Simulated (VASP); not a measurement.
Wanted: the native input for a VASP 6.6.1 run.

* Task: single point
* Functional: PBE
* Potentials or basis: VASP PAW PBE potentials, release 64 (Nb_sv, As)
* Cutoff: 520 eV
* k mesh: 14 × 14 × 14
* Occupations: gaussian, width 0.1 eV
* Spin: no spin polarisation
* Dipole correction: no
* Further INCAR settings: ALGO = Normal; EDIFF = 1e-06; NBANDS = 22

The structure of Nb2As lies in POSCAR:

```
Nb2As
1.0
    0.0000000000      3.0587110812      3.0587110812
    3.0587110812      0.0000000000      3.0587110812
    3.0587110812      3.0587110812      0.0000000000
Nb As
2 1
Direct
    0.2500000000      0.2500000000      0.2500000000
    0.7500000000      0.7500000000      0.7500000000
    0.5000000000      0.5000000000      0.5000000000
```

The input as run:

INCAR

```
SYSTEM = Nb2As
PREC = Accurate
ENCUT = 520
EDIFF = 1E-6
ISMEAR = 0
SIGMA = 0.1
LREAL = .FALSE.
LASPH = .TRUE.
NELM = 100
ALGO = Normal
ISIF = 2
LWAVE = .FALSE.
LCHARG = .FALSE.
GGA = PE
NBANDS = 22
```

KPOINTS

```
regular mesh
0
G
  14 14 14
  0 0 0
```

Potentials or basis: VASP PAW PBE potentials, release 64 (Nb_sv, As).

The run is started by

```console
$ cat potpaw_PBE.64/Nb_sv/POTCAR potpaw_PBE.64/As/POTCAR > POTCAR
$ mpirun -np 1 vasp_std > vasp.out
```

It gave:

The pressure is 0.0 GPa.

Wall time 72 s on 1 thread of Intel(R) Xeon(R) Platinum 8375C CPU @ 2.90GHz (Ice Lake), with other jobs on the host, peak memory 0.26 GiB.
